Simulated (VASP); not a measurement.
## H24CO11: single point with PBE+D3(BJ)

The system is H24CO11.

```
CELL_PARAMETERS angstrom
6.91252 0.00000 0.00000
0.00000 6.91252 0.00000
0.00000 0.00000 6.91252
ATOMIC_POSITIONS crystal
O 0.46524 0.47453 0.33620
O 0.85587 0.38597 0.73572
O 0.64098 0.68736 0.68259
O 0.97645 0.46103 0.29422
O 0.22468 0.61894 0.59421
O 0.73358 0.09095 0.07423
O 0.16913 0.09463 0.43103
O 0.23609 0.84759 0.14096
O 0.86018 0.73880 0.00771
O 0.70595 0.01565 0.46892
O 0.25024 0.37473 0.83677
H 0.39375 0.47303 0.20823
H 0.54602 0.37912 0.28856
H 0.84827 0.26335 0.77135
H 0.00464 0.37875 0.74673
H 0.70630 0.55151 0.72266
H 0.52953 0.71708 0.77250
H 0.86369 0.40592 0.21603
H 0.95817 0.59029 0.26276
H 0.23738 0.65716 0.45494
H 0.21549 0.75397 0.65859
H 0.74019 0.10189 0.20648
H 0.75697 0.96045 0.09473
H 0.14336 0.23032 0.39834
H 0.07761 0.05821 0.53467
H 0.14119 0.90338 0.22377
H 0.31621 0.95881 0.05542
H 0.79091 0.72782 0.89648
H 0.00224 0.73429 0.95642
H 0.70605 0.90728 0.59619
H 0.61015 0.98455 0.37912
H 0.48243 0.30206 0.06009
H 0.28336 0.45692 0.73151
H 0.33862 0.13642 0.95848
H 0.50990 0.24188 0.81182
C 0.40302 0.26074 0.91161
```

```yaml
Program: VASP 6.6.1
Task: single point
Functional: PBE
Dispersion: D3(BJ)
Potentials_or_basis: VASP PAW PBE potentials, release 64 (O, H, C)
Cutoff: 520 eV
k_mesh: 1 × 1 × 1
Occupations: fermi-dirac, width 0.05 eV
Spin: no spin polarisation
```

The pressure is 2.7 GPa. The largest force is 6.612 eV/Å and the band gap on the k mesh is 3.87 eV. The dispersion energy per atom is -0.037 eV.

Forces in eV/Å, atoms in the order of the input:
```
O   -2.350  1.449 -1.528
O    2.834  4.488 -1.306
O   -0.432 -0.538  1.827
O   -1.419 -3.345 -0.631
O   -0.632  3.982 -0.395
O   -0.826  2.153 -2.509
O   -0.340 -0.363  0.708
O    3.087  0.572 -3.547
O    4.906  0.141  2.633
O    2.227 -1.063  4.380
O   -0.556 -1.312  2.464
H   -0.252  0.993  1.431
H    2.604 -2.297  0.252
H   -2.025 -6.005  1.886
H   -1.071  1.402 -0.124
H   -0.550  1.450 -0.797
H    1.181 -0.738 -1.081
H    1.779  0.417  1.003
H   -0.180  2.648 -0.560
H    0.296 -0.713  0.968
H    0.113 -2.188 -0.923
H    0.340  2.130  3.953
H    1.022 -3.913 -1.519
H   -0.290 -0.016  0.175
H    0.240  0.646 -0.785
H   -0.420  1.648  0.617
H   -2.410 -2.603  2.797
H   -2.484 -0.417 -3.616
H   -2.147  0.143  1.447
H   -0.606  1.677 -3.643
H   -2.058 -1.271 -0.629
H   -1.168  0.301 -2.218
H    0.890  0.975 -1.456
H   -1.185 -2.890  0.423
H    2.162 -0.679 -2.052
C   -0.279  3.137  2.356
```

Stress tensor (GPa, compression positive):
```
 0.63 -0.37 -0.16
-0.37  6.38  1.75
-0.16  1.75  1.09
```

Levels at points of the mesh, in eV from the valence-band top:
| k point | band 45 | band 46 | band 47 | band 48 | band 49 | band 50 |
| --- | --- | --- | --- | --- | --- | --- |
| (0.00, 0.00, 0.00) | -0.20 | -0.11 | 0.00 | 3.87 | 6.32 | 6.57 |

Wall time 66 s on 1 thread of Intel Xeon 8259CL (shared host), peak memory 0.35 GiB.

Caveat: the k points lie up to 0.91 Å⁻¹ apart; the atoms stand as in a frame of molecular dynamics.
